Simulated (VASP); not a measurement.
# ZnMo3 (Pm-3m) in VASP: a series of runs, part 2 of 2

VASP 6.6.1. Earlier steps stand in the parts before.

## Step 4: Single point, PBE (strained)

Contents of INCAR:

```
SYSTEM = ZnMo3
  ALGO = Fast
  EDIFF = 1E-6
  ENCUT = 520
  GGA = PE
  ISIF = 2
  ISMEAR = 0
  LASPH = .TRUE.
  LCHARG = .FALSE.
  LREAL = .FALSE.
  LWAVE = .FALSE.
  NBANDS = 35
  NELM = 100
  PREC = Accurate
  SIGMA = 0.1
```

Contents of KPOINTS:

```
k-points
0
G
  10 10 10
  0 0 0
```

Contents of POSCAR:

```
ZnMo3
1.0
    4.0752496590      0.0000000000      0.0000000000
    0.0000000000      4.0752496590      0.0000000000
    0.0000000000      0.0000000000      4.0752496590
Zn Mo
1 3
Direct
    0.0000000000      0.0000000000      0.0000000000
    0.0000000000      0.5000000000      0.5000000000
    0.5000000000      0.0000000000      0.5000000000
    0.5000000000      0.5000000000      0.0000000000
```

Potentials or basis: VASP PAW PBE potentials, release 64 (Zn, Mo_sv).

Run with:

```
$ cat potpaw_PBE.64/Zn/POTCAR potpaw_PBE.64/Mo_sv/POTCAR > POTCAR
$ mpirun -np 1 vasp_std > vasp.out
```

OUTCAR:

```text
SYSTEM = ZnMo3
   EDIFF = 1E-6
   ENCUT = 520
   GGA = PE
   ISIF = 2
   ISMEAR = 0
   LASPH = .TRUE.
   LREAL = .FALSE.
   NELM = 100
   PREC = Accurate

 ion  position               nearest neighbor table
   1  0.000  0.000  0.000-   2 2.88   3 2.88   4 2.88   2 2.88   3 2.88   2 2.88   4 2.88   2 2.88
                             3 2.88   4 2.88   3 2.88   4 2.88
   2  0.000  0.500  0.500-   1 2.88   3 2.88   4 2.88   1 2.88   4 2.88   1 2.88   3 2.88   1 2.88
                             3 2.88   4 2.88   4 2.88   3 2.88
   3  0.500  0.000  0.500-   1 2.88   2 2.88   4 2.88   1 2.88   4 2.88   2 2.88   4 2.88   4 2.88
                             1 2.88   2 2.88   1 2.88   2 2.88
   4  0.500  0.500  0.000-   1 2.88   2 2.88   3 2.88   2 2.88   3 2.88   1 2.88   3 2.88   3 2.88
                             1 2.88   2 2.88   2 2.88   1 2.88

  LATTYP: Found a simple cubic cell.
 ALAT       =     4.0752496590

  Lattice vectors:

 A1 = (   4.0752496590,   0.0000000000,   0.0000000000)
 A2 = (   0.0000000000,   4.0752496590,   0.0000000000)
 A3 = (   0.0000000000,   0.0000000000,   4.0752496590)

Analysis of symmetry for initial positions (statically):
=====================================================================
 Subroutine PRICEL returns:
 Original cell was already a primitive cell.

 Routine SETGRP: Setting up the symmetry group for a
 simple cubic supercell.

 Subroutine GETGRP returns: Found 48 space group operations
 (whereof 48 operations were pure point group operations)
 out of a pool of 48 trial point group operations.

The static configuration has the point symmetry O_h .

Analysis of symmetry for dynamics (positions and initial velocities):
=====================================================================
 Subroutine PRICEL returns:
 Original cell was already a primitive cell.

 Routine SETGRP: Setting up the symmetry group for a
 simple cubic supercell.

 Subroutine GETGRP returns: Found 48 space group operations
 (whereof 48 operations were pure point group operations)
 out of a pool of 48 trial point group operations.

The dynamic configuration has the point symmetry O_h .

 Subroutine INISYM returns: Found 48 space group operations
 (whereof 48 operations are pure point group operations),
 and found     1 'primitive' translations

----------------------------------------------------------------------------------------

                                     Primitive cell

  volume of cell :      67.6804

  direct lattice vectors                    reciprocal lattice vectors
     4.075249659  0.000000000  0.000000000     0.245383739  0.000000000  0.000000000
     0.000000000  4.075249659  0.000000000     0.000000000  0.245383739  0.000000000
     0.000000000  0.000000000  4.075249659     0.000000000  0.000000000  0.245383739

  length of vectors
     4.075249659  4.075249659  4.075249659     0.245383739  0.245383739  0.245383739

  position of ions in fractional coordinates (direct lattice)
     0.000000000  0.000000000  0.000000000
     0.000000000  0.500000000  0.500000000
     0.500000000  0.000000000  0.500000000
     0.500000000  0.500000000  0.000000000

  ion indices of the primitive-cell ions
   primitive index   ion index
                 1           1
                 2           2
                 3           3
                 4           4

----------------------------------------------------------------------------------------

 KPOINTS: k-points

Automatic generation of k-mesh.
 Grid dimensions read from file:
 generate k-points for:   10   10   10

 Generating k-lattice:

  Cartesian coordinates                     Fractional coordinates (reciprocal lattice)
     0.024538374  0.000000000  0.000000000     0.100000000  0.000000000  0.000000000
     0.000000000  0.024538374  0.000000000     0.000000000  0.100000000  0.000000000
     0.000000000  0.000000000  0.024538374     0.000000000  0.000000000  0.100000000

  Length of vectors
     0.024538374  0.024538374  0.024538374

  Shift w.r.t. Gamma in fractional coordinates (k-lattice)
     0.000000000  0.000000000  0.000000000

 Subroutine IBZKPT returns following result:
 ===========================================

 Found     56 irreducible k-points:

 Following reciprocal coordinates:
            Coordinates               Weight
  0.000000  0.000000  0.000000      1.000000
  0.100000  0.000000  0.000000      6.000000
  0.200000  0.000000  0.000000      6.000000
  0.300000  0.000000  0.000000      6.000000
  0.400000  0.000000  0.000000      6.000000
  0.500000  0.000000  0.000000      3.000000
[... 16 lines left out ...]
  0.200000  0.100000  0.100000     24.000000
  0.300000  0.100000  0.100000     24.000000
 [... further k-points ...]
   k-points           NKPTS =     56   k-points in BZ     NKDIM =     56   number of bands    NBANDS=     35
   number of dos      NEDOS =    301   number of ions     NIONS =      4
   total plane-waves  NPLWV =  27000
   dimension x,y,z NGX =    30 NGY =   30 NGZ =   30
   dimension x,y,z NGXF=    60 NGYF=   60 NGZF=   60
   ions per type =               1   3
   NGX,Y,Z   is equivalent  to a cutoff of  12.24, 12.24, 12.24 a.u.
   NGXF,Y,Z  is equivalent  to a cutoff of  24.48, 24.48, 24.48 a.u.
 SYSTEM =  ZnMo3
   PREC   = accura    normal or accurate (medium, high low for compatibility)
   ISTART =      0    job   : 0-new  1-cont  2-samecut
   ICHARG =      2    charge: 1-file 2-atom 10-const
   ISPIN  =      1    spin polarized calculation?
   LNONCOLLINEAR =      F non collinear calculations
   LSORBIT =      F    spin-orbit coupling
   LASPH  =      T    aspherical Exc in radial PAW
   ENCUT  =  520.0 eV  38.22 Ry    6.18 a.u.   7.58  7.58  7.58*2*pi/ulx,y,z
   NELM   =    100;   NELMIN=  2; NELMDL= -5     # of ELM steps
   EDIFF  = 0.1E-05   stopping-criterion for ELM
   LREAL  =      F    real-space projection
   EDIFFG = 0.1E-04   stopping-criterion for IOM
   NSW    =      0    number of steps for IOM
   IBRION =     -1    ionic relax: 0-MD 1-quasi-New 2-CG
   NFREE  =      0    steps in history (QN), initial steepest desc. (CG)
   ISIF   =      2    stress and relaxation
   ISYM   =      2    0-nonsym 1-usesym 2-fastsym
   POTIM  = 0.5000    time-step for ionic-motion
   TEBEG  =    0.0;   TEEND  =   0.0 temperature during run
   PSTRESS=    0.0 pullay stress
   NELECT =      54.0000    total number of electrons
   NUPDOWN=      -1.0000    fix difference up-down
   EMIN   =  10.00;   EMAX   =-10.00  energy-range for DOS
   EFERMI =   0.00;   METHOD = LEGACY
   ISMEAR =     0;   SIGMA  =   0.10  broadening in eV -4-tet -1-fermi 0-gaus
   EFERMI_NEDOS =   21; number of points for ismear=-14 and -15
   IALGO  =     68    algorithm
   IMIX   =      4    mixing-type and parameters
     AMIX     =   0.40;   BMIX     =  1.00
     AMIX_MAG =   1.60;   BMIX_MAG =  1.00
  volume/ion in A,a.u.               =      16.92       114.18
  Fermi-wavevector in a.u.,A,eV,Ry     =   1.518397  2.869353 31.368612  2.305528
  Thomas-Fermi vector in A             =   2.627523
   LORBIT       =      0    0 simple, 1 ext, 2 COOP (PROOUT), +10 PAW based schemes
   GGA     = PE    functional components
   LHFCALC =     F    Hartree Fock is set to
   AEXX    =    0.0000 exact exchange contribution
   IVDW    =     0    specifies the selected vdW correction
   LEPSILON=     F    determine dielectric tensor
   LRPA    =     F    only Hartree local field effects (RPA)
 non-spin polarized calculation
 RMM-DIIS sequential band-by-band and
 Gauss-broadening in eV      SIGMA  =   0.10
  energy-cutoff  :      520.00
  volume of cell :       67.68
 maximum number of plane-waves:      1856
   NGX = 15   NGY = 15   NGZ = 15

 number of electron      53.9999990 magnetization

 Free energy of the ion-electron system (eV)
  ---------------------------------------------------
  ext. energy  EPLUGINS =         0.00000000
  ---------------------------------------------------
  free energy    TOTEN  =       -32.81465315 eV

  energy without entropy =      -32.80297054  energy(sigma->0) =      -32.80881185

 E-fermi :   8.9119     XC(G=0): -12.4909

 val. band max:        8.9040894358   @ k =   0.3000   0.1000   0.0000
 cond. band min:       8.9195824453   @ k =   0.2000   0.2000   0.0000
 fundamental gap:      0.0154930095
 Fermi energy:         8.9118759791

 k-point     1 :       0.0000    0.0000    0.0000
  band No.  band energies     occupation
      1     -52.1822      2.00000
      2     -52.0060      2.00000
      3     -52.0060      2.00000
      4     -26.5055      2.00000
      5     -26.5055      2.00000
      6     -26.5055      2.00000
[... 901 lines left out ...]
     34      12.3926      0.00000
     35      14.0212      0.00000

 [... further k-points ...]
[... 5 lines left out ...]
  --------------------------------------------------------------------------------------
  -------------------------------------------------------------------------------------
  Total       -7.4919526     -7.4919526     -7.4919526      0.0000000     -0.0000000      0.0000000
  in kB     -177.3547979   -177.3547979   -177.3547979      0.0000000     -0.0000000      0.0000000
  external PRESSURE =    -177.3547979 kB  Pullay stress =       0.0000000 kB

 VOLUME and BASIS-vectors are now :
 -----------------------------------------------------------------------------
  energy-cutoff  :      520.00
  volume of cell :       67.68
      direct lattice vectors                 reciprocal lattice vectors
     4.075249659  0.000000000  0.000000000     0.245383739  0.000000000  0.000000000
     0.000000000  4.075249659  0.000000000     0.000000000  0.245383739  0.000000000
     0.000000000  0.000000000  4.075249659     0.000000000  0.000000000  0.245383739

 POSITION                                       TOTAL-FORCE (eV/Angst)
 -----------------------------------------------------------------------------------
      0.00000      0.00000      0.00000         0.000000      0.000000      0.000000
      0.00000      2.03762      2.03762         0.000000      0.000000      0.000000
      2.03762      0.00000      2.03762         0.000000      0.000000      0.000000
      2.03762      2.03762      0.00000         0.000000      0.000000      0.000000
 -----------------------------------------------------------------------------------
    total drift:                                0.000000      0.000000     -0.000000

  FREE ENERGIE OF THE ION-ELECTRON SYSTEM (eV)
  ---------------------------------------------------
  free  energy   TOTEN  =       -32.8146531492 eV

  energy  without entropy=      -32.8029705426  energy(sigma->0) =      -32.80881185
```

OSZICAR:

```text
N       E                     dE             d eps       ncg     rms          rms(c)
DAV:   1     0.672207689727E+03    0.67221E+03   -0.31448E+04  4040   0.187E+03
DAV:   2     0.418734159111E+01   -0.66802E+03   -0.65335E+03  4096   0.532E+02
DAV:   3    -0.338685768896E+02   -0.38056E+02   -0.36409E+02  4619   0.130E+02
DAV:   4    -0.349855074507E+02   -0.11169E+01   -0.10827E+01  4695   0.187E+01
DAV:   5    -0.350021819229E+02   -0.16674E-01   -0.16645E-01  4476   0.236E+00    0.182E+01
RMM:   6    -0.329570501960E+02    0.20451E+01   -0.54431E+00  3954   0.160E+01    0.578E+00
RMM:   7    -0.328479260525E+02    0.10912E+00   -0.21066E+00  4289   0.766E+00    0.204E+00
RMM:   8    -0.328219011286E+02    0.26025E-01   -0.29230E-01  4650   0.358E+00    0.162E+00
RMM:   9    -0.328185506823E+02    0.33504E-02   -0.10547E-01  4463   0.210E+00    0.547E-01
RMM:  10    -0.328148397922E+02    0.37109E-02   -0.19033E-02  4805   0.695E-01    0.178E-01
RMM:  11    -0.328146489390E+02    0.19085E-03   -0.11940E-02  4967   0.513E-01    0.131E-01
RMM:  12    -0.328146163943E+02    0.32545E-04   -0.16202E-03  4800   0.271E-01    0.185E-02
RMM:  13    -0.328146544248E+02   -0.38030E-04   -0.54423E-04  5610   0.998E-02    0.121E-02
RMM:  14    -0.328146537619E+02    0.66291E-06   -0.48652E-05  5316   0.399E-02    0.606E-03
RMM:  15    -0.328146526322E+02    0.11297E-05   -0.10141E-05  4375   0.174E-02    0.637E-03
RMM:  16    -0.328146531492E+02   -0.51702E-06   -0.44113E-06  3803   0.137E-02
   1 F= -.32814653E+02 E0= -.32808812E+02  d E =-.116826E-01
```

It took 3.8 min on 1 thread of Intel Xeon 8259CL, shared host; peak memory 0.24 GiB.

What came out:

* Free energy: -32.8147 eV
* Pressure: -17.7 GPa
* Band gap on the k mesh: zero (bands 27 and 28 overlap by 1.35 eV)

Levels at points of the mesh, in eV from the Fermi level:
| k point | band 23 | band 24 | band 25 | band 26 | band 27 | band 28 | band 29 | band 30 | band 31 | band 32 |
| --- | --- | --- | --- | --- | --- | --- | --- | --- | --- | --- |
| (0.00, 0.00, 0.00) | -2.76 | -2.76 | 0.79 | 0.79 | 0.79 | 1.90 | 1.90 | 1.90 | 2.28 | 2.28 |
| (0.50, 0.00, 0.00) | -2.42 | -1.25 | -0.77 | -0.77 | -0.32 | 0.07 | 0.31 | 0.78 | 0.78 | 1.07 |
| (0.50, 0.50, 0.00) | -1.97 | -1.95 | -1.95 | -0.63 | -0.63 | 0.30 | 0.30 | 0.31 | 1.23 | 1.32 |
| (0.50, 0.50, 0.50) | -1.06 | -1.06 | -0.32 | -0.32 | -0.32 | 0.66 | 0.66 | 0.66 | 1.23 | 1.47 |

Caveat: the cell differs from its parent crystal (strained); the cell stands under tension.

## Step 5: Single point, PBE (strained)

Contents of INCAR:

```
SYSTEM = ZnMo3
  ALGO = Normal
  EDIFF = 1E-6
  ENCUT = 520
  GGA = PE
  ISIF = 2
  ISMEAR = 0
  LASPH = .True.
  LCHARG = .True.
  LELF = .True.
  LREAL = .False.
  LVHAR = .True.
  LWAVE = .False.
  NBANDS = 35
  NELM = 100
  PREC = Accurate
  SIGMA = 0.1
```

Contents of KPOINTS:

```
k-points
0
Gamma
  10 10 10
  0 0 0
```

Contents of POSCAR:

```
ZnMo3
1.0
    3.8450088969      0.0000000000      0.0000000000
    0.0000000000      3.8450088969      0.0000000000
    0.0000000000      0.0000000000      3.8450088969
Zn Mo
1 3
Direct
    0.0000000000      0.0000000000      0.0000000000
    0.0000000000      0.5000000000      0.5000000000
    0.5000000000      0.0000000000      0.5000000000
    0.5000000000      0.5000000000      0.0000000000
```

Run with:

```
$ cat potpaw_PBE.64/Zn/POTCAR potpaw_PBE.64/Mo_sv/POTCAR > POTCAR
$ mpirun -np 1 vasp_std > vasp.out
```

Run time: 2.6 min. Hardware: 1 thread of Intel Xeon 8259CL, shared host; peak memory 0.23 GiB.

It converged, with:

- Free energy: -32.9956 eV
- Pressure: 17.9 GPa
- Band gap on the k mesh: zero (bands 27 and 28 overlap by 1.65 eV)

Levels at points of the mesh, in eV from the Fermi level:
| k point | band 23 | band 24 | band 25 | band 26 | band 27 | band 28 | band 29 | band 30 | band 31 | band 32 |
| --- | --- | --- | --- | --- | --- | --- | --- | --- | --- | --- |
| (0.00, 0.00, 0.00) | -3.33 | -3.33 | 0.99 | 0.99 | 0.99 | 2.20 | 2.20 | 2.20 | 2.88 | 2.88 |
| (0.50, 0.00, 0.00) | -3.05 | -1.54 | -0.89 | -0.89 | -0.41 | 0.04 | 0.33 | 0.91 | 0.91 | 1.30 |
| (0.50, 0.50, 0.00) | -2.58 | -2.38 | -2.33 | -0.77 | -0.77 | 0.27 | 0.27 | 0.32 | 1.58 | 1.76 |
| (0.50, 0.50, 0.50) | -1.41 | -1.41 | -0.34 | -0.34 | -0.34 | 0.78 | 0.78 | 0.78 | 1.86 | 1.86 |

Caveat: the cell differs from its parent crystal (strained); the cell stands under pressure.

## Step 6: The runs side by side

```csv
level,potentials or basis,cell,gap on the mesh (eV),pressure (GPa)
LDA,"VASP PAW LDA potentials, release 64 (Zn, Mo_sv)","a = 3.961 Å, 4 atoms",none,-15.2
PBE,"VASP PAW PBE potentials, release 64 (Zn, Mo_sv)","a = 4.007 Å, 4 atoms",none,-10.2
PBE,"VASP PAW PBE potentials, release 64 (Zn, Mo_sv)","a = 4.075 Å, 4 atoms",none,-17.7
PBE,"VASP PAW PBE potentials, release 64 (Zn, Mo_sv)","a = 3.845 Å, 4 atoms",none,17.9
```

Alike in all rows: task single point; no spin polarisation; k mesh 10 × 10 × 10; cutoff (eV) 520; smearing gaussian 0.1 eV.

Caveats: the cell stands under tension (at least some runs); the cell stands under pressure (at least some runs).

Absolute energies hang on the potentials; compare differences alone.
